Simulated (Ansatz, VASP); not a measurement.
Given: the input of a run of Ansatz 0.2.0 on SrCl2.

The input input.yaml:

```yaml
crystal:
  lattice:
    - [0.0, 3.5114523289, 3.5114523289]
    - [3.5114523289, 0.0, 3.5114523289]
    - [3.5114523289, 3.5114523289, 0.0]
  atoms:
    - { symbol: Sr, position: [0.0, 0.0, 0.0] }
    - { symbol: Cl, position: [0.75, 0.75, 0.75] }
    - { symbol: Cl, position: [0.25, 0.25, 0.25] }
hamiltonian:
  xc: r2scan
  pseudopotentials: { kind: paw }
kpoints:
  mp_grid: { grid: [7, 7, 7] }
scf:
  occupations: { method: fermi_dirac, width: 0.05 }
output:
  forces: true
  stress: true
  eigenvalues: true
```

Potentials or basis: Ansatz PAW.

The run is started by

```console
$ ansatz run input.yaml --threads 2 --pin off --max-ram 5632MiB --backend cpu --events-out ev --progress --plain --runs-dir out
```

Set up the same calculation for VASP 6.6.1. Potentials there: VASP PAW PBE potentials, release 64 (Sr_sv, Cl).

As run (the cutoff follows the program's own potentials):

The input POSCAR:

```
SrCl2
1.0
    0.0000000000      3.5114523289      3.5114523289
    3.5114523289      0.0000000000      3.5114523289
    3.5114523289      3.5114523289      0.0000000000
Sr Cl
1 2
Direct
    0.0000000000      0.0000000000      0.0000000000
    0.7500000000      0.7500000000      0.7500000000
    0.2500000000      0.2500000000      0.2500000000
```

The input INCAR.step1:

```
ALGO = Normal
EDIFF = 1E-4
ENCUT = 520
GGA = PE
ISMEAR = -1
LASPH = T
LCHARG = F
LREAL = F
LWAVE = T
NBANDS = 19
NELM = 100
PREC = Accurate
SIGMA = 0.05
```

File INCAR.step2:

```
ALGO = Normal
EDIFF = 1E-7
ENCUT = 520
ISIF = 2
ISMEAR = -1
ISTART = 1
LASPH = T
LCHARG = T
LELF = T
LMIXTAU = T
LREAL = F
LVHAR = T
LWAVE = F
METAGGA = R2SCAN
NBANDS = 19
NELM = 100
PREC = Accurate
SIGMA = 0.05
```

KPOINTS

```
k-points
0
Gamma
  7 7 7
```

Potentials or basis: VASP PAW PBE potentials, release 64 (Sr_sv, Cl).

The run is started by

```sh
$ cat potpaw_PBE.64/Sr_sv/POTCAR potpaw_PBE.64/Cl/POTCAR > POTCAR
$ cp INCAR.step1 INCAR
$ mpirun -np 1 vasp_std > vasp.out
$ cp INCAR.step2 INCAR
$ mpirun -np 1 vasp_std > vasp.out
```

Both were run:

|  | VASP | Ansatz | Ansatz less VASP |
| --- | --- | --- | --- |
| gap on the k mesh at the Fermi level (eV) | 5.93 | 5.93 | 0.000 |
| least direct gap on the mesh (eV) | 6.20 | 6.20 | 0.000 |
| pressure (GPa) | -0.4 | -0.4 | -0.04 |

VASP's potentials were made for PBE, not for r2SCAN. The functional is the same, so the differences come from potentials, cutoffs and numerics.

Noted on Ansatz's run: odd divisions of the mesh miss points on the zone boundary, where band edges often lie, so the gap on the mesh can be too wide.
